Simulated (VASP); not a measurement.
Input of a VASP 6.6.1 run:

File INCAR:

```
PREC = Accurate ; ENCUT = 520
EDIFF = 1E-6 ; ISMEAR = 0
SIGMA = 0.15 ; LREAL = F
LASPH = T ; NELM = 150
ALGO = Normal ; ISIF = 2
LWAVE = F ; LCHARG = F
ISPIN = 2 ; MAGMOM = 4.07 0.17 0.17 0.17
LORBIT = 11 ; LMAXMIX = 4
GGA = PS ; NBANDS = 34
```

KPOINTS

```
regular mesh
0
Gamma
  12 12 12
```

Contents of POSCAR:

```
MnPt3
1.0
    3.8730712852      0.0000000000      0.0000000000
    0.0000000000      3.8730712852      0.0000000000
    0.0000000000      0.0000000000      3.6794177209
Mn Pt
1 3
Direct
    0.0000000000      0.0000000000      0.0000000000
    0.0000000000      0.5000000000      0.5000000000
    0.5000000000      0.0000000000      0.5000000000
    0.5000000000      0.5000000000      0.0000000000
```

Potentials or basis: VASP PAW PBE potentials, release 64 (Mn_pv, Pt).

The run is started by

```sh
$ cat potpaw_PBE.64/Mn_pv/POTCAR potpaw_PBE.64/Pt/POTCAR > POTCAR
$ mpirun -np 1 vasp_std > vasp.out
```

(1) Estimate the site moments.

(2) What does it give for the pressure?

Answers

(1) Mn +3.60; Pt +0.15, +0.10 (each value once) μB.

(2) 14.8 GPa.

Caveat: the cell differs from its parent crystal (strain -0.0500 x Voigt [0, 0, 1, 0, 0, 0]); the cell stands under pressure; the PAW data sets were made with another functional, which shifts forces and pressure a little.
